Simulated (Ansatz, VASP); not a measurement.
## HfGe3: VASP beside Ansatz

INCAR

```
SYSTEM = HfGe3
ALGO = Normal
EDIFF = 1E-7
ENCUT = 520
GGA = PE
ISIF = 2
ISMEAR = 0
LASPH = .TRUE.
LCHARG = .FALSE.
LREAL = .FALSE.
LWAVE = .FALSE.
NBANDS = 34
NELM = 60
PREC = Accurate
SIGMA = 0.05
```

File KPOINTS:

```
k-points
0
G
  8 8 8
  0 0 0
```

POSCAR

```
HfGe3
1.0
    4.1056021932      0.0000000000      0.0000000000
    0.0000000000      4.1893899931      0.0000000000
    0.0000000000      0.0000000000      4.1893899931
Hf Ge
1 3
Direct
    0.0000000000      0.0000000000      0.0000000000
    0.0000000000      0.5000000000      0.5000000000
    0.5000000000      0.5000000000      0.0000000000
    0.5000000000      0.0000000000      0.5000000000
```

Input for Ansatz:

```yaml
crystal:
  lattice:
    - [4.1056021932, 0.0, 0.0]
    - [0.0, 4.1893899931, 0.0]
    - [0.0, 0.0, 4.1893899931]
  atoms:
    - { symbol: Hf, position: [0.0, 0.0, 0.0] }
    - { symbol: Ge, position: [0.0, 0.5, 0.5] }
    - { symbol: Ge, position: [0.5, 0.5, 0.0] }
    - { symbol: Ge, position: [0.5, 0.0, 0.5] }
basis:
  ecutwfc: 420
  ecutrho_ratio: 4
kpoints:
  mp_grid: { grid: [8, 8, 8] }
hamiltonian:
  xc: pbe
scf:
  occupations: { method: gaussian, width: 0.05 }
output:
  forces: true
  stress: true
  eigenvalues: true
```

Change from the starting cell: strain e1 = -0.02, atoms carried along.

Alike in both runs: task single point; functional PBE; k mesh 8 × 8 × 8; occupations gaussian, width 0.05 eV; no spin polarisation.

```csv
,VASP,Ansatz
version,VASP 6.6.1,Ansatz 0.2.0
potentials or method,"VASP PAW PBE potentials, release 64 (Hf_pv, Ge_d), cutoff 520 eV","scalar-relativistic, plane waves, PAW"
valence electrons in the cell,52,68
```

Ansatz gave:

* gap on the k mesh at the Fermi level (eV): none
* pressure (GPa): 2.0
* traceless stress, the component that is largest in VASP (GPa): -0.19

Q: Estimate VASP's values.

A: gap on the k mesh at the Fermi level (eV): none; pressure (GPa): 1.7; traceless stress, the component that is largest in VASP (GPa): -0.20.

A gap of «none» marks a metal or a gap that the smearing closes. With one functional, cell and mesh, what is left measures potentials, basis and numerics. VASP's potentials hold 52 valence electrons a cell and Ansatz's 68, so a difference there can come from the potentials and not from the codes.

Spin-orbit coupling is off throughout.
